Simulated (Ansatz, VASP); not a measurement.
# One calculation of Os, two programs

```
Os
1.0
     2.76117    0.00000    0.00000
    -1.38059    2.39125    0.00000
     0.00000    0.00000    4.36247
Os
2
Direct
  0.33333 0.66667 0.25000
  0.66667 0.33333 0.75000
```

Change from the starting cell: volume scaled by 1.03, PAW files.

Alike in both runs: task electric field gradients; functional PBE; k mesh 17 × 17 × 10; occupations fermi-dirac, width 0.08 eV; no spin polarisation.

|  | VASP | Ansatz |
| --- | --- | --- |
| version | VASP 6.6.1 | Ansatz 0.2.0 |
| potentials or method | VASP PAW PBE potentials, release 64 (Os) | PAW with Ansatz's default frozen-core files, scalar-relativistic |
| plane-wave cutoff (eV) | 520 | 420 |
| valence electrons in the cell | 16 | 32 |

```csv
,VASP,Ansatz,Ansatz less VASP
pressure (GPa),-3.6,-3.3,+0.22
"traceless stress, the component that is largest in VASP (GPa)",-0.72,-0.64,+0.076
size of Vzz on the site where it differs most (V/Å²),75.3,57.9,-17.39
```

VASP's potentials hold 16 valence electrons a cell and Ansatz's 32, so a difference there can come from the potentials and not from the codes.

Neither program's run includes spin-orbit coupling.
